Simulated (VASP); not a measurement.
# ZnCu in VASP: a series of runs

Aim: see how the results for ZnCu move with the level of theory and the settings. Levels: PBE, LDA, PBEsol. Tasks: single point.

All numbers are computed with VASP 6.6.1; they aren't measurements. Logs are shortened: lines on timing, memory, paths and dates and some standing lists are left out, and cuts for length are marked.

## (1) The cell of the first run

The structure is tetragonal, space group P4/mmm (No. 123). The conventional cell has a = 2.886 Å, b = 2.886 Å, c = 2.945 Å, α = 90.00°, β = 90.00°, γ = 90.00°. Zn (site symmetry 4/mmm) has 8 Cu at 2.52 Å and 6 Zn at 2.89 to 2.94 Å within 3.3 Å. Within 3.3 Å of Cu (site symmetry 4/mmm) lie 8 Zn at 2.52 Å and 6 Cu at 2.89 to 2.94 Å.

## (2) Single point, PBE

INCAR reads:

```
PREC = Accurate
ENCUT = 520
EDIFF = 1E-7
ISMEAR = -1
SIGMA = 0.05
LREAL = F
LASPH = T
NELM = 100
ALGO = Normal
ISIF = 2
LWAVE = F
LCHARG = F
GGA = PE
NBANDS = 18
```

KPOINTS reads:

```
regular mesh
0
Gamma
  8 8 8
```

POSCAR reads:

```
ZnCu
1.0
    2.8861000000      0.0000000000      0.0000000000
    0.0000000000      2.8861000000      0.0000000000
    0.0000000000      0.0000000000      2.9450000000
Zn Cu
1 1
Direct
    0.5000000000      0.5000000000      0.5000000000
    0.0000000000      0.0000000000      0.0000000000
```

Potentials or basis: VASP PAW PBE potentials, release 64 (Zn, Cu).

The run is started by

```
$ cat potpaw_PBE.64/Zn/POTCAR potpaw_PBE.64/Cu/POTCAR > POTCAR
$ mpirun -np 1 vasp_std > vasp.out
```

OUTCAR:

```text
PREC = Accurate
   ENCUT = 520
   EDIFF = 1E-7
   ISMEAR = -1
   LREAL = F
   LASPH = T
   NELM = 100
   ISIF = 2
   GGA = PE

 ion  position               nearest neighbor table
   1  0.500  0.500  0.500-   2 2.52   2 2.52   2 2.52   2 2.52   2 2.52   2 2.52   2 2.52   2 2.52

   2  0.000  0.000  0.000-   1 2.52   1 2.52   1 2.52   1 2.52   1 2.52   1 2.52   1 2.52   1 2.52

  LATTYP: Found a simple tetragonal cell.
 ALAT       =     2.8861000000
 C/A-ratio  =     1.0204081633

  Lattice vectors:

 A1 = (   2.8861000000,   0.0000000000,   0.0000000000)
 A2 = (   0.0000000000,   2.8861000000,   0.0000000000)
 A3 = (   0.0000000000,   0.0000000000,   2.9450000000)

Analysis of symmetry for initial positions (statically):
=====================================================================
 Subroutine PRICEL returns:
 Original cell was already a primitive cell.

 Routine SETGRP: Setting up the symmetry group for a
 simple tetragonal supercell.

 Subroutine GETGRP returns: Found 16 space group operations
 (whereof 16 operations were pure point group operations)
 out of a pool of 16 trial point group operations.

The static configuration has the point symmetry D_4h.

Analysis of symmetry for dynamics (positions and initial velocities):
=====================================================================
 Subroutine PRICEL returns:
 Original cell was already a primitive cell.

 Routine SETGRP: Setting up the symmetry group for a
 simple tetragonal supercell.

 Subroutine GETGRP returns: Found 16 space group operations
 (whereof 16 operations were pure point group operations)
 out of a pool of 16 trial point group operations.

The dynamic configuration has the point symmetry D_4h.

 Subroutine INISYM returns: Found 16 space group operations
 (whereof 16 operations are pure point group operations),
 and found     1 'primitive' translations

----------------------------------------------------------------------------------------

                                     Primitive cell

  volume of cell :      24.5306

  direct lattice vectors                    reciprocal lattice vectors
     2.886100000  0.000000000  0.000000000     0.346488341  0.000000000  0.000000000
     0.000000000  2.886100000  0.000000000     0.000000000  0.346488341  0.000000000
     0.000000000  0.000000000  2.945000000     0.000000000  0.000000000  0.339558574

  length of vectors
     2.886100000  2.886100000  2.945000000     0.346488341  0.346488341  0.339558574

  position of ions in fractional coordinates (direct lattice)
     0.500000000  0.500000000  0.500000000
     0.000000000  0.000000000  0.000000000

  ion indices of the primitive-cell ions
   primitive index   ion index
                 1           1
                 2           2

----------------------------------------------------------------------------------------

 KPOINTS: regular mesh

Automatic generation of k-mesh.
 Grid dimensions read from file:
 generate k-points for:    8    8    8

 Generating k-lattice:

  Cartesian coordinates                     Fractional coordinates (reciprocal lattice)
     0.043311043  0.000000000  0.000000000     0.125000000  0.000000000  0.000000000
     0.000000000  0.043311043  0.000000000     0.000000000  0.125000000  0.000000000
     0.000000000  0.000000000  0.042444822     0.000000000  0.000000000  0.125000000

  Length of vectors
     0.043311043  0.043311043  0.042444822

  Shift w.r.t. Gamma in fractional coordinates (k-lattice)
     0.000000000  0.000000000  0.000000000

 Subroutine IBZKPT returns following result:
 ===========================================

 Found     75 irreducible k-points:

 Following reciprocal coordinates:
            Coordinates               Weight
  0.000000  0.000000  0.000000      1.000000
  0.125000  0.000000  0.000000      4.000000
  0.250000  0.000000  0.000000      4.000000
  0.375000  0.000000  0.000000      4.000000
  0.500000  0.000000  0.000000      2.000000
  0.125000  0.125000  0.000000      4.000000
[... 16 lines left out ...]
  0.375000  0.125000  0.125000     16.000000
  0.500000  0.125000  0.125000      8.000000
 [... further k-points ...]
   k-points           NKPTS =     75   k-points in BZ     NKDIM =     75   number of bands    NBANDS=     18
   number of dos      NEDOS =    301   number of ions     NIONS =      2
   total plane-waves  NPLWV =  13824
   dimension x,y,z NGX =    24 NGY =   24 NGZ =   24
   dimension x,y,z NGXF=    48 NGYF=   48 NGZF=   48
   ions per type =               1   1
   NGX,Y,Z   is equivalent  to a cutoff of  13.82, 13.82, 13.55 a.u.
   NGXF,Y,Z  is equivalent  to a cutoff of  27.65, 27.65, 27.10 a.u.
 SYSTEM =  unknown system
   PREC   = accura    normal or accurate (medium, high low for compatibility)
   ISTART =      0    job   : 0-new  1-cont  2-samecut
   ICHARG =      2    charge: 1-file 2-atom 10-const
   ISPIN  =      1    spin polarized calculation?
   LNONCOLLINEAR =      F non collinear calculations
   LSORBIT =      F    spin-orbit coupling
   LASPH  =      T    aspherical Exc in radial PAW
   ENCUT  =  520.0 eV  38.22 Ry    6.18 a.u.   5.37  5.37  5.48*2*pi/ulx,y,z
   NELM   =    100;   NELMIN=  2; NELMDL= -5     # of ELM steps
   EDIFF  = 0.1E-06   stopping-criterion for ELM
   LREAL  =      F    real-space projection
   EDIFFG = 0.1E-05   stopping-criterion for IOM
   NSW    =      0    number of steps for IOM
   IBRION =     -1    ionic relax: 0-MD 1-quasi-New 2-CG
   NFREE  =      0    steps in history (QN), initial steepest desc. (CG)
   ISIF   =      2    stress and relaxation
   ISYM   =      2    0-nonsym 1-usesym 2-fastsym
   POTIM  = 0.5000    time-step for ionic-motion
   TEBEG  =    0.0;   TEEND  =   0.0 temperature during run
   PSTRESS=    0.0 pullay stress
   NELECT =      23.0000    total number of electrons
   NUPDOWN=      -1.0000    fix difference up-down
   EMIN   =  10.00;   EMAX   =-10.00  energy-range for DOS
   EFERMI =   0.00;   METHOD = LEGACY
   ISMEAR =    -1;   SIGMA  =   0.05  broadening in eV -4-tet -1-fermi 0-gaus
   EFERMI_NEDOS =   21; number of points for ismear=-14 and -15
   IALGO  =     38    algorithm
   IMIX   =      4    mixing-type and parameters
     AMIX     =   0.40;   BMIX     =  1.00
     AMIX_MAG =   1.60;   BMIX_MAG =  1.00
  volume/ion in A,a.u.               =      12.27        82.77
  Fermi-wavevector in a.u.,A,eV,Ry     =   1.602316  3.027938 34.931811  2.567416
  Thomas-Fermi vector in A             =   2.699156
   LORBIT       =      0    0 simple, 1 ext, 2 COOP (PROOUT), +10 PAW based schemes
   GGA     = PE    functional components
   LHFCALC =     F    Hartree Fock is set to
   AEXX    =    0.0000 exact exchange contribution
   IVDW    =     0    specifies the selected vdW correction
   LEPSILON=     F    determine dielectric tensor
   LRPA    =     F    only Hartree local field effects (RPA)
 non-spin polarized calculation
  energy-cutoff  :      520.00
  volume of cell :       24.53
 maximum number of plane-waves:       679
 NGX is ok and might be reduce to    24
   NGX = 11   NGY = 11   NGZ = 11

 number of electron      22.9999991 magnetization

 Free energy of the ion-electron system (eV)
  ---------------------------------------------------
  ext. energy  EPLUGINS =         0.00000000
  ---------------------------------------------------
  free energy    TOTEN  =        -4.98180921 eV

  energy without entropy =       -4.97553097  energy(sigma->0) =       -4.97867009

 E-fermi :   5.7169     XC(G=0): -12.6286

 val. band max:        5.6756154649   @ k =   0.3750   0.2500   0.1250
 cond. band min:       5.7333975123   @ k =   0.3750   0.1250   0.3750
 fundamental gap:      0.0577820474
 Fermi energy:         5.7169278211

 k-point     1 :       0.0000    0.0000    0.0000
  band No.  band energies     occupation
      1      -4.7202      2.00000
      2      -2.0580      2.00000
      3      -2.0484      2.00000
      4      -1.2963      2.00000
      5      -1.2963      2.00000
      6      -1.2684      2.00000
[... 10 lines left out ...]
     17      18.9682      0.00000
     18      29.4999      0.00000

 k-point     2 :       0.1250    0.0000    0.0000
  band No.  band energies     occupation
      1      -4.4263      2.00000
      2      -2.0148      2.00000
      3      -1.9878      2.00000
      4      -1.3245      2.00000
      5      -1.2957      2.00000
      6      -1.2821      2.00000
[... 10 lines left out ...]
     17      21.1270      0.00000
     18      27.4403      0.00000

 k-point     3 :       0.2500    0.0000    0.0000
  band No.  band energies     occupation
      1      -3.5833      2.00000
      2      -1.9224      2.00000
      3      -1.7992      2.00000
      4      -1.3921      2.00000
      5      -1.3614      2.00000
      6      -1.2472      2.00000
[... 10 lines left out ...]
     17      24.0306      0.00000
     18      24.4953      0.00000

 k-point     4 :       0.3750    0.0000    0.0000
  band No.  band energies     occupation
      1      -2.4786      2.00000
      2      -1.8265      2.00000
      3      -1.4591      2.00000
      4      -1.4264      2.00000
      5      -1.3565      2.00000
      6      -1.2118      2.00000
[... 375 lines left out ...]
      4      -1.4356      2.00000
      5      -1.3863      2.00000
      6      -1.2889      2.00000
[... 10 lines left out ...]
     17      21.4327      0.00000
     18      21.9469      0.00000

 k-point    23 :       0.3750    0.1250    0.1250
  band No.  band energies     occupation
      1      -2.1835      2.00000
      2      -1.7519      2.00000
      3      -1.6711      2.00000
      4      -1.5154      2.00000
      5      -1.3253      2.00000
      6      -0.8643      2.00000
[... 10 lines left out ...]
     17      21.9834      0.00000
     18      22.9426      0.00000

 k-point    24 :       0.5000    0.1250    0.1250
  band No.  band energies     occupation
      1      -1.8510      2.00000
      2      -1.7644      2.00000
      3      -1.7121      2.00000
      4      -1.5535      2.00000
      5      -1.3178      2.00000
      6       0.4111      2.00000
[... 10 lines left out ...]
     17      23.1899      0.00000
     18      23.9730      0.00000

 [... further k-points ...]
[... 5 lines left out ...]
  --------------------------------------------------------------------------------------
  -------------------------------------------------------------------------------------
  Total        1.3767757      1.3767757      1.2758326      0.0000000      0.0000000      0.0000000
  in kB       89.9219552     89.9219552     83.3290111      0.0000000      0.0000000      0.0000000
  external PRESSURE =      87.7243072 kB  Pullay stress =       0.0000000 kB

 VOLUME and BASIS-vectors are now :
 -----------------------------------------------------------------------------
  energy-cutoff  :      520.00
  volume of cell :       24.53
      direct lattice vectors                 reciprocal lattice vectors
     2.886100000  0.000000000  0.000000000     0.346488341  0.000000000  0.000000000
     0.000000000  2.886100000  0.000000000     0.000000000  0.346488341  0.000000000
     0.000000000  0.000000000  2.945000000     0.000000000  0.000000000  0.339558574

 POSITION                                       TOTAL-FORCE (eV/Angst)
 -----------------------------------------------------------------------------------
      1.44305      1.44305      1.47250         0.000000      0.000000      0.000000
      0.00000      0.00000      0.00000         0.000000      0.000000      0.000000
 -----------------------------------------------------------------------------------
    total drift:                                0.000000      0.000000     -0.000000

  FREE ENERGIE OF THE ION-ELECTRON SYSTEM (eV)
  ---------------------------------------------------
  free  energy   TOTEN  =        -4.9818092050 eV

  energy  without entropy=       -4.9755309716  energy(sigma->0) =       -4.97867009
```

It took 33 s on 1 thread of Intel Xeon 8259CL, shared host; peak memory 0.16 GiB.

Results:

```
Free energy : -4.9818 eV
Pressure    : 8.8 GPa
```

Stress tensor (GPa, compression positive):
```
8.99 0.00 0.00
0.00 8.99 0.00
0.00 0.00 8.33
```

Levels at points of the mesh, in eV from the Fermi level:
| k point | band 10 | band 11 | band 12 | band 13 | band 14 | band 15 |
| --- | --- | --- | --- | --- | --- | --- |
| (0.00, 0.00, 0.00) | -2.58 | -2.56 | 6.12 | 6.85 | 6.85 | 11.46 |
| (0.50, 0.00, 0.00) | -3.15 | -2.67 | -1.77 | 11.93 | 12.51 | 12.59 |
| (0.50, 0.50, 0.00) | -2.31 | -1.70 | -1.70 | 2.29 | 2.64 | 14.25 |
| (0.00, 0.00, 0.50) | -3.14 | -2.64 | -1.91 | 12.38 | 12.38 | 13.02 |
| (0.50, 0.00, 0.50) | -2.35 | -1.86 | -1.82 | 2.10 | 2.42 | 14.78 |
| (0.50, 0.50, 0.50) | -2.29 | 4.38 | 4.63 | 4.63 | 4.72 | 4.81 |

## (3) Single point, LDA

This run uses another cell than the first one, of 12.77 Å³/atom, 1.041 times its volume.

INCAR reads:

```
ALGO = Fast ; EDIFF = 1E-7
ENCUT = 520 ; ISIF = 2
ISMEAR = -1 ; LASPH = True
LCHARG = True ; LELF = True
LREAL = False ; LVHAR = True
LWAVE = False ; NBANDS = 18
NELM = 60 ; PREC = Accurate
SIGMA = 0.05
```

KPOINTS reads:

```
k-points
0
Gamma
  5 5 5
```

POSCAR reads:

```
ZnCu
1.0
    2.9450000000      0.0000000000      0.0000000000
    0.0000000000      2.9450000000      0.0000000000
    0.0000000000      0.0000000000      2.9450000000
Zn Cu
1 1
Direct
    0.5000000000      0.5000000000      0.5000000000
    0.0000000000      0.0000000000      0.0000000000
```

Potentials or basis: VASP PAW LDA potentials, release 64 (Zn, Cu).

The run is started by

```
$ cat potpaw_LDA.64/Zn/POTCAR potpaw_LDA.64/Cu/POTCAR > POTCAR
$ mpirun -np 1 vasp_std > vasp.out
```

OUTCAR:

```text
EDIFF = 1E-7
   ENCUT = 520
   ISIF = 2
   ISMEAR = -1
   LASPH = True
   LREAL = False
   NELM = 60
   PREC = Accurate

 ion  position               nearest neighbor table
   1  0.500  0.500  0.500-   2 2.55   2 2.55   2 2.55   2 2.55   2 2.55   2 2.55   2 2.55   2 2.55

   2  0.000  0.000  0.000-   1 2.55   1 2.55   1 2.55   1 2.55   1 2.55   1 2.55   1 2.55   1 2.55

  LATTYP: Found a simple cubic cell.
 ALAT       =     2.9450000000

  Lattice vectors:

 A1 = (   2.9450000000,   0.0000000000,   0.0000000000)
[... 381 lines left out ...]

  FORCE on cell =-STRESS in cart. coord.  units (eV):
  Direction    XX          YY          ZZ          XY          YZ          ZX
  --------------------------------------------------------------------------------------
  -------------------------------------------------------------------------------------
  Total       -1.3358055     -1.3358055     -1.3358055     -0.0000000     -0.0000000     -0.0000000
  in kB      -83.7911052    -83.7911052    -83.7911052     -0.0000000     -0.0000000     -0.0000000
  external PRESSURE =     -83.7911052 kB  Pullay stress =       0.0000000 kB

 VOLUME and BASIS-vectors are now :
 -----------------------------------------------------------------------------
  energy-cutoff  :      520.00
  volume of cell :       25.54
      direct lattice vectors                 reciprocal lattice vectors
     2.945000000  0.000000000  0.000000000     0.339558574  0.000000000  0.000000000
     0.000000000  2.945000000  0.000000000     0.000000000  0.339558574  0.000000000
     0.000000000  0.000000000  2.945000000     0.000000000  0.000000000  0.339558574

 POSITION                                       TOTAL-FORCE (eV/Angst)
 -----------------------------------------------------------------------------------
      1.47250      1.47250      1.47250         0.000000      0.000000      0.000000
      0.00000      0.00000      0.00000         0.000000      0.000000      0.000000
 -----------------------------------------------------------------------------------
    total drift:                                0.000000      0.000000     -0.000000

  FREE ENERGIE OF THE ION-ELECTRON SYSTEM (eV)
  ---------------------------------------------------
  free  energy   TOTEN  =        -6.7544826818 eV

  energy  without entropy=       -6.7486345504  energy(sigma->0) =       -6.75155862
```

OSZICAR:

```text
N       E                     dE             d eps       ncg     rms          rms(c)
DAV:   1     0.115925717815E+03    0.11593E+03   -0.11846E+04   392   0.215E+03
DAV:   2    -0.298895635038E+01   -0.11891E+03   -0.11379E+03   362   0.304E+02
DAV:   3    -0.787146736177E+01   -0.48825E+01   -0.48520E+01   422   0.767E+01
[... 15 lines left out ...]
RMM:  19    -0.675448543621E+01    0.45360E-05   -0.38132E-06   414   0.239E-02    0.129E-02
RMM:  20    -0.675448342261E+01    0.20136E-05   -0.23372E-06   413   0.182E-02    0.668E-03
RMM:  21    -0.675448279387E+01    0.62874E-06   -0.91351E-07   366   0.119E-02    0.262E-03
RMM:  22    -0.675448268033E+01    0.11354E-06   -0.31643E-07   302   0.683E-03    0.378E-04
RMM:  23    -0.675448268175E+01   -0.14243E-08   -0.62798E-08   213   0.199E-03
   1 F= -.67544827E+01 E0= -.67515586E+01  d E =-.584813E-02
```

Wall time 4.8 s (1 thread of Intel Xeon 6975P-C, shared host); peak memory 0.12 GiB.

What came out:

```
Free energy : -6.7545 eV
Pressure    : -8.4 GPa
```

Caveat: the k points lie up to 0.43 Å⁻¹ apart.

(Continued in part 2 of 2.)
